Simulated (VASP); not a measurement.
# NaMg6Sb in VASP: a series of runs

Runs on NaMg6Sb. Level: PBE. Tasks: single point.

Everything below comes from runs of VASP 6.6.1. Logs are shortened: lines on timing, memory, paths and dates and some standing lists are left out, and cuts for length are marked.

### 1 The cell of the first run

It takes space group Amm2 (No. 38, orthorhombic). The conventional cell has a = 5.376 Å, b = 6.478 Å, c = 11.660 Å, α = 90.00°, β = 90.00°, γ = 90.00°. Within 4.3 Å of Sb (site symmetry mm2) lie 2 Na at 3.24 Å and 10 Mg at 3.29 to 3.35 Å. Within 4.3 Å of Mg (site symmetry mm2) lie 10 Mg at 3.24 to 3.39 Å and 2 Sb at 3.34 Å. Within 4.3 Å of Mg (site symmetry mm2) lie 10 Mg at 3.24 to 3.38 Å and 2 Na at 3.33 Å. Mg (site symmetry m) has 8 Mg at 3.23 to 3.39 Å and 2 Sb at 3.29 Å and 2 Na at 3.29 Å within 4.3 Å. Mg (site symmetry m) has 8 Mg at 3.22 to 3.31 Å and 2 Na at 3.32 to 3.35 Å and 2 Sb at 3.32 to 3.35 Å within 4.2 Å. Within 4.3 Å of Na (site symmetry mm2) lie 2 Sb at 3.24 Å and 10 Mg at 3.29 to 3.35 Å.

### 2 Single point, PBE

The input, INCAR:

```
ALGO = Normal ; EDIFF = 1E-6
ENCUT = 520 ; GGA = PE
ISIF = 2 ; ISMEAR = -1
LASPH = T ; LCHARG = F
LREAL = F ; LWAVE = F
NBANDS = 22 ; NELM = 80
PREC = Accurate ; SIGMA = 0.05
```

The input, KPOINTS:

```
k-points
0
Gamma
  5 5 5
```

The input, POSCAR:

```
NaMg6Sb
1.0
    5.3759871164      0.0000000000      0.0000000000
    0.0000000000      3.2391406811      5.8299202744
    0.0000000000     -3.2391406811      5.8299202744
Sb Mg Na
1 6 1
Direct
    0.0000000000      0.6657290000      0.6657290000
    0.5000000000      0.8362990000      0.8362990000
    0.5000000000      0.3357240000      0.3357240000
    0.5000000000      0.3305960000      0.8318680000
    0.5000000000      0.8318680000      0.3305960000
    0.0000000000      0.1680800000      0.6645300000
    0.0000000000      0.6645300000      0.1680800000
    0.0000000000      0.1671700000      0.1671700000
```

Potentials or basis: VASP PAW PBE potentials, release 64 (Sb, Mg, Na_pv).

Started as:

```
> cat potpaw_PBE.64/Sb/POTCAR potpaw_PBE.64/Mg/POTCAR potpaw_PBE.64/Na_pv/POTCAR > POTCAR
> mpirun -np 1 vasp_std > vasp.out
```

OUTCAR:

```text
EDIFF = 1E-6
   ENCUT = 520
   GGA = PE
   ISIF = 2
   ISMEAR = -1
   LASPH = T
   LREAL = F
   NELM = 80
   PREC = Accurate

 ion  position               nearest neighbor table
   1  0.000  0.666  0.666-   8 3.24   8 3.24   4 3.29   5 3.29   4 3.29   5 3.29   6 3.32   7 3.32
                             2 3.34   2 3.34   7 3.35   6 3.35
   2  0.500  0.836  0.836-   3 3.24   3 3.24   6 3.28   7 3.28   6 3.28   7 3.28   4 3.28   5 3.28
                             1 3.34   1 3.34   4 3.39   5 3.39
   3  0.500  0.336  0.336-   2 3.24   2 3.24   6 3.27   7 3.27   6 3.27   7 3.27   4 3.29   5 3.29
                             4 3.38   5 3.38
   4  0.500  0.331  0.832-   5 3.23   5 3.25   2 3.28   3 3.29   1 3.29   1 3.29   6 3.31   6 3.31
                             3 3.38   2 3.39
   5  0.500  0.832  0.331-   4 3.23   4 3.25   2 3.28   3 3.29   1 3.29   1 3.29   7 3.31   7 3.31
                             3 3.38   2 3.39
   6  0.000  0.168  0.665-   7 3.22   7 3.26   3 3.27   3 3.27   2 3.28   2 3.28   4 3.31   4 3.31
                             1 3.32   1 3.35
   7  0.000  0.665  0.168-   6 3.22   6 3.26   3 3.27   3 3.27   2 3.28   2 3.28   5 3.31   5 3.31
                             1 3.32   1 3.35
   8  0.000  0.167  0.167-   1 3.24   1 3.24

  LATTYP: Found a base centered orthorhombic cell.
 ALAT       =     6.4782813622
 B/A-ratio  =     1.7998354651
 C/A-ratio  =     0.8298477352

  Lattice vectors:

 A1 = (   0.0000000000,   3.2391406811,  -5.8299202744)
 A2 = (   0.0000000000,   3.2391406811,   5.8299202744)
 A3 = (   5.3759871164,   0.0000000000,   0.0000000000)

Analysis of symmetry for initial positions (statically):
=====================================================================
 Subroutine PRICEL returns:
 Original cell was already a primitive cell.

 Routine SETGRP: Setting up the symmetry group for a
 base centered orthorhombic supercell.

 Subroutine GETGRP returns: Found  4 space group operations
 (whereof  4 operations were pure point group operations)
 out of a pool of  8 trial point group operations.

The static configuration has the point symmetry C_2v.

Analysis of symmetry for dynamics (positions and initial velocities):
=====================================================================
 Subroutine PRICEL returns:
 Original cell was already a primitive cell.

 Routine SETGRP: Setting up the symmetry group for a
 base centered orthorhombic supercell.

 Subroutine GETGRP returns: Found  4 space group operations
 (whereof  4 operations were pure point group operations)
 out of a pool of  8 trial point group operations.

The dynamic configuration has the point symmetry C_2v.

 Subroutine INISYM returns: Found  4 space group operations
 (whereof  4 operations are pure point group operations),
 and found     1 'primitive' translations

----------------------------------------------------------------------------------------

                                     Primitive cell

  volume of cell :     203.0395

  direct lattice vectors                    reciprocal lattice vectors
     5.375987116  0.000000000  0.000000000     0.186012351  0.000000000  0.000000000
     0.000000000  3.239140681  5.829920274     0.000000000  0.154361928  0.085764466
     0.000000000 -3.239140681  5.829920274     0.000000000 -0.154361928  0.085764466

  length of vectors
     5.375987116  6.669333007  6.669333007     0.186012351  0.176587509  0.176587509

  position of ions in fractional coordinates (direct lattice)
     0.000000000  0.665729000  0.665729000
     0.500000000  0.836299000  0.836299000
     0.500000000  0.335724000  0.335724000
     0.500000000  0.330596000  0.831868000
     0.500000000  0.831868000  0.330596000
     0.000000000  0.168080000  0.664530000
     0.000000000  0.664530000  0.168080000
     0.000000000  0.167170000  0.167170000

  ion indices of the primitive-cell ions
   primitive index   ion index
                 1           1
                 2           2
                 3           3
                 4           4
                 5           5
                 6           6
                 7           7
                 8           8

----------------------------------------------------------------------------------------

 KPOINTS: k-points

Automatic generation of k-mesh.
 Grid dimensions read from file:
 generate k-points for:    5    5    5

 Generating k-lattice:

  Cartesian coordinates                     Fractional coordinates (reciprocal lattice)
     0.037202470  0.000000000  0.000000000     0.200000000  0.000000000  0.000000000
     0.000000000  0.030872386  0.017152893     0.000000000  0.200000000 -0.000000000
     0.000000000 -0.030872386  0.017152893     0.000000000 -0.000000000  0.200000000

  Length of vectors
     0.037202470  0.035317502  0.035317502

  Shift w.r.t. Gamma in fractional coordinates (k-lattice)
     0.000000000  0.000000000  0.000000000

 Subroutine IBZKPT returns following result:
 ===========================================

 Found     27 irreducible k-points:

 Following reciprocal coordinates:
            Coordinates               Weight
  0.000000  0.000000  0.000000      1.000000
  0.200000  0.000000  0.000000      2.000000
  0.400000  0.000000  0.000000      2.000000
  0.000000  0.200000 -0.000000      4.000000
  0.200000  0.200000 -0.000000      8.000000
  0.400000  0.200000 -0.000000      8.000000
[... 16 lines left out ...]
  0.200000  0.400000  0.400000      4.000000
  0.400000  0.400000  0.400000      4.000000
 [... further k-points ...]
   k-points           NKPTS =     27   k-points in BZ     NKDIM =     27   number of bands    NBANDS=     22
   number of dos      NEDOS =    301   number of ions     NIONS =      8
   total plane-waves  NPLWV = 100000
   dimension x,y,z NGX =    40 NGY =   50 NGZ =   50
   dimension x,y,z NGXF=    80 NGYF=  100 NGZF=  100
   ions per type =               1   6   1
   NGX,Y,Z   is equivalent  to a cutoff of  12.37, 12.46, 12.46 a.u.
   NGXF,Y,Z  is equivalent  to a cutoff of  24.74, 24.93, 24.93 a.u.
 SYSTEM =  unknown system
   PREC   = accura    normal or accurate (medium, high low for compatibility)
   ISTART =      0    job   : 0-new  1-cont  2-samecut
   ICHARG =      2    charge: 1-file 2-atom 10-const
   ISPIN  =      1    spin polarized calculation?
   LNONCOLLINEAR =      F non collinear calculations
   LSORBIT =      F    spin-orbit coupling
   LASPH  =      T    aspherical Exc in radial PAW
   ENCUT  =  520.0 eV  38.22 Ry    6.18 a.u.  10.00 12.40 12.40*2*pi/ulx,y,z
   NELM   =     80;   NELMIN=  2; NELMDL= -5     # of ELM steps
   EDIFF  = 0.1E-05   stopping-criterion for ELM
   LREAL  =      F    real-space projection
   EDIFFG = 0.1E-04   stopping-criterion for IOM
   NSW    =      0    number of steps for IOM
   IBRION =     -1    ionic relax: 0-MD 1-quasi-New 2-CG
   NFREE  =      0    steps in history (QN), initial steepest desc. (CG)
   ISIF   =      2    stress and relaxation
   ISYM   =      2    0-nonsym 1-usesym 2-fastsym
   POTIM  = 0.5000    time-step for ionic-motion
   TEBEG  =    0.0;   TEEND  =   0.0 temperature during run
   PSTRESS=    0.0 pullay stress
   NELECT =      24.0000    total number of electrons
   NUPDOWN=      -1.0000    fix difference up-down
   EMIN   =  10.00;   EMAX   =-10.00  energy-range for DOS
   EFERMI =   0.00;   METHOD = LEGACY
   ISMEAR =    -1;   SIGMA  =   0.05  broadening in eV -4-tet -1-fermi 0-gaus
   EFERMI_NEDOS =   21; number of points for ismear=-14 and -15
   IALGO  =     38    algorithm
   IMIX   =      4    mixing-type and parameters
     AMIX     =   0.40;   BMIX     =  1.00
     AMIX_MAG =   1.60;   BMIX_MAG =  1.00
  volume/ion in A,a.u.               =      25.38       171.27
  Fermi-wavevector in a.u.,A,eV,Ry     =   0.803437  1.518275  8.782705  0.645511
  Thomas-Fermi vector in A             =   1.911304
   LORBIT       =      0    0 simple, 1 ext, 2 COOP (PROOUT), +10 PAW based schemes
   GGA     = PE    functional components
   LHFCALC =     F    Hartree Fock is set to
   AEXX    =    0.0000 exact exchange contribution
   IVDW    =     0    specifies the selected vdW correction
   LEPSILON=     F    determine dielectric tensor
   LRPA    =     F    only Hartree local field effects (RPA)
 non-spin polarized calculation
  energy-cutoff  :      520.00
  volume of cell :      203.04
 maximum number of plane-waves:      5498
 NGX is ok and might be reduce to    40
   NGX = 19   NGY = 25   NGZ = 25

 number of electron      23.9999993 magnetization

 Free energy of the ion-electron system (eV)
  ---------------------------------------------------
  ext. energy  EPLUGINS =         0.00000000
  ---------------------------------------------------
  free energy    TOTEN  =       -14.71235379 eV

  energy without entropy =      -14.68919980  energy(sigma->0) =      -14.70077679

 E-fermi :   2.9071     XC(G=0):  -8.3986

 val. band max:        2.8533444354   @ k =   0.0000   0.4000  -0.0000
 cond. band min:       2.9303915157   @ k =   0.4000  -0.2000   0.2000
 fundamental gap:      0.0770470803
 Fermi energy:         2.9070555246

 k-point     1 :       0.0000    0.0000    0.0000
  band No.  band energies     occupation
      1     -21.3503      2.00000
      2     -21.3391      2.00000
      3     -21.3388      2.00000
      4      -6.4991      2.00000
      5      -2.0527      2.00000
      6      -0.4198      2.00000
[... 14 lines left out ...]
     21       6.2794      0.00000
     22       6.3171      0.00000

 k-point     2 :       0.2000    0.0000    0.0000
  band No.  band energies     occupation
      1     -21.3504      2.00000
      2     -21.3390      2.00000
      3     -21.3387      2.00000
      4      -6.4211      2.00000
      5      -2.1855      2.00000
      6      -0.3998      2.00000
[... 14 lines left out ...]
     21       7.3138      0.00000
     22       7.9673      0.00000

 k-point     3 :       0.4000    0.0000    0.0000
  band No.  band energies     occupation
      1     -21.3506      2.00000
      2     -21.3390      2.00000
      3     -21.3387      2.00000
      4      -6.2789      2.00000
      5      -2.5700      2.00000
      6      -0.4116      2.00000
[... 14 lines left out ...]
     21       8.3956      0.00000
     22       9.0006      0.00000

 k-point     4 :       0.0000    0.2000   -0.0000
  band No.  band energies     occupation
      1     -21.3503      2.00000
      2     -21.3391      2.00000
      3     -21.3388      2.00000
      4      -6.4593      2.00000
      5      -2.1750      2.00000
      6      -0.6577      2.00000
[... 14 lines left out ...]
     21       6.6846      0.00000
     22       6.9762      0.00000

 k-point     5 :       0.2000    0.2000   -0.0000
  band No.  band energies     occupation
      1     -21.3504      2.00000
      2     -21.3391      2.00000
      3     -21.3387      2.00000
      4      -6.3847      2.00000
      5      -2.1767      2.00000
      6      -0.8205      2.00000
[... 417 lines left out ...]
 k-point    22 :       0.0000    0.4000    0.4000
  band No.  band energies     occupation
      1     -21.3503      2.00000
      2     -21.3391      2.00000
      3     -21.3388      2.00000
      4      -6.3897      2.00000
      5      -2.7010      2.00000
      6      -0.6006      2.00000
[... 14 lines left out ...]
     21       7.1860      0.00000
     22       7.4202      0.00000

 k-point    23 :       0.2000    0.4000    0.4000
  band No.  band energies     occupation
      1     -21.3504      2.00000
      2     -21.3391      2.00000
      3     -21.3388      2.00000
      4      -6.3216      2.00000
      5      -2.5112      2.00000
      6      -1.0147      2.00000
[... 14 lines left out ...]
     21       6.7990      0.00000
     22       7.1430      0.00000

 k-point    24 :       0.4000    0.4000    0.4000
  band No.  band energies     occupation
      1     -21.3506      2.00000
      2     -21.3391      2.00000
      3     -21.3387      2.00000
      4      -6.1998      2.00000
      5      -2.0628      2.00000
      6      -1.6531      2.00000
[... 14 lines left out ...]
     21       6.5765      0.00000
     22       6.8610      0.00000

 [... further k-points ...]

------------------------ aborting loop because EDIFF is reached ----------------------------------------

  FORCE on cell =-STRESS in cart. coord.  units (eV):
  Direction    XX          YY          ZZ          XY          YZ          ZX
  --------------------------------------------------------------------------------------
  -------------------------------------------------------------------------------------
  Total       -3.9133175     -1.9166631     -1.5202505      0.0000000      0.0000000      0.0000000
  in kB      -30.8798389    -15.1243150    -11.9962389      0.0000000      0.0000000      0.0000000
  external PRESSURE =     -19.3334642 kB  Pullay stress =       0.0000000 kB

 VOLUME and BASIS-vectors are now :
 -----------------------------------------------------------------------------
  energy-cutoff  :      520.00
  volume of cell :      203.04
      direct lattice vectors                 reciprocal lattice vectors
     5.375987116  0.000000000  0.000000000     0.186012351  0.000000000  0.000000000
     0.000000000  3.239140681  5.829920274     0.000000000  0.154361928  0.085764466
     0.000000000 -3.239140681  5.829920274     0.000000000 -0.154361928  0.085764466

 POSITION                                       TOTAL-FORCE (eV/Angst)
 -----------------------------------------------------------------------------------
      0.00000      0.00000      7.76229         0.000000      0.000000     -0.069800
      2.68799      0.00000      9.75111         0.000000      0.000000      0.137143
      2.68799      0.00000      3.91449         0.000000      0.000000      0.033734
      2.68799     -1.62369      6.77707         0.000000     -0.067557     -0.073461
      2.68799      1.62369      6.77707         0.000000      0.067557     -0.073461
      0.00000     -1.60807      4.85405         0.000000     -0.003514      0.011170
      0.00000      1.60807      4.85405         0.000000      0.003514      0.011170
      0.00000      0.00000      1.94918         0.000000      0.000000      0.023505
 -----------------------------------------------------------------------------------
    total drift:                               -0.000000      0.000000      0.000098

  FREE ENERGIE OF THE ION-ELECTRON SYSTEM (eV)
  ---------------------------------------------------
  free  energy   TOTEN  =       -14.7123537860 eV

  energy  without entropy=      -14.6891998023  energy(sigma->0) =      -14.70077679
```

Run time: 55 s. Hardware: 1 thread of AMD EPYC 9R45 (Zen 5), shared host; peak memory 0.35 GiB.

Results:

```
Free energy            : -14.7124 eV
Pressure               : -1.9 GPa
Largest force          : 0.137 eV/Å
Band gap on the k mesh : zero (bands 12 and 13 overlap by 0.79 eV)
```

Forces on the atoms (eV/Å):
```
Sb   0.000  0.000 -0.070
Mg   0.000  0.000  0.137
Mg   0.000  0.000  0.034
Mg   0.000 -0.068 -0.073
Mg   0.000  0.068 -0.073
Mg   0.000 -0.004  0.011
Mg   0.000  0.004  0.011
Na   0.000  0.000  0.024
```

Stress tensor (GPa, compression positive):
```
-3.09  0.00  0.00
 0.00 -1.51  0.00
 0.00  0.00 -1.20
```

Levels at points of the mesh, in eV from the Fermi level:
```tsv
k point	band 8	band 9	band 10	band 11	band 12	band 13	band 14	band 15	band 16	band 17
(0.00, 0.00, 0.00)	-2.61	-1.98	-1.82	-1.68	-0.87	0.66	1.49	1.75	2.01	2.52
```

Caveat: spin-orbit coupling is left out, which moves the levels of the heavy elements.

### 3 Single point, PBE (atoms moved at random)

The input, INCAR:

```
PREC = Accurate ; ENCUT = 520
EDIFF = 1E-6 ; ISMEAR = -1
SIGMA = 0.05 ; LREAL = False
LASPH = True ; NELM = 60
ALGO = Fast ; ISIF = 2
LWAVE = False ; LCHARG = False
GGA = PE ; NBANDS = 22
```

The input, KPOINTS:

```
regular mesh
0
Gamma
  5 5 5
```

The input, POSCAR:

```
NaMg6Sb
1.0
    5.2725770000      0.0000000000      0.0000000000
    0.0000000000      3.1768340000      5.7177785000
    0.0000000000     -3.1768340000      5.7177785000
Sb Mg Na
1 6 1
Direct
   -0.0043870000      0.6673010000      0.6651770000
    0.5061530000      0.8439550000      0.8339870000
    0.5014720000      0.3366790000      0.3325000000
    0.5029060000      0.3304700000      0.8327020000
    0.4926520000      0.8347230000      0.3292720000
   -0.0011050000      0.1634560000      0.6671200000
    0.0035160000      0.6599040000      0.1752010000
   -0.0014610000      0.1692290000      0.1679060000
```

Potentials or basis: VASP PAW PBE potentials, release 64 (Sb, Mg, Na_pv).

Started as:

```
> cat potpaw_PBE.64/Sb/POTCAR potpaw_PBE.64/Mg/POTCAR potpaw_PBE.64/Na_pv/POTCAR > POTCAR
> mpirun -np 1 vasp_std > vasp.out
```

Wall time 2.1 min (1 thread of AMD EPYC 9R45 (Zen 5), shared host); peak memory 0.45 GiB.

Results (log left out):

```
Free energy            : -14.7873 eV
Pressure               : -0.2 GPa
Largest force          : 0.140 eV/Å
Band gap on the k mesh : zero (bands 12 and 13 overlap by 0.74 eV)
```

Forces in eV/Å, atoms in the order of the input:
```
Sb   0.022 -0.024 -0.059
Mg  -0.054 -0.093  0.090
Mg  -0.014 -0.003  0.067
Mg  -0.047 -0.029 -0.067
Mg   0.076  0.055 -0.081
Mg   0.062 -0.001  0.047
Mg  -0.047  0.090  0.026
Na   0.002  0.004 -0.023
```

Stress tensor (GPa, compression positive):
```
-1.47 -0.05  0.03
-0.05  0.41  0.07
 0.03  0.07  0.56
```

Levels at points of the mesh, in eV from the Fermi level:
```csv
k point,band 9,band 10,band 11,band 12,band 13,band 14,band 15,band 16
"(0.00, 0.00, 0.00)",-2.05,-1.87,-1.76,-0.91,0.68,1.64,1.91,2.15
```

Caveat: the cell differs from its parent crystal (atoms moved at random); spin-orbit coupling is left out, which moves the levels of the heavy elements.

The gap in the log of VASP goes by the Fermi energy; the results here count the filled bands.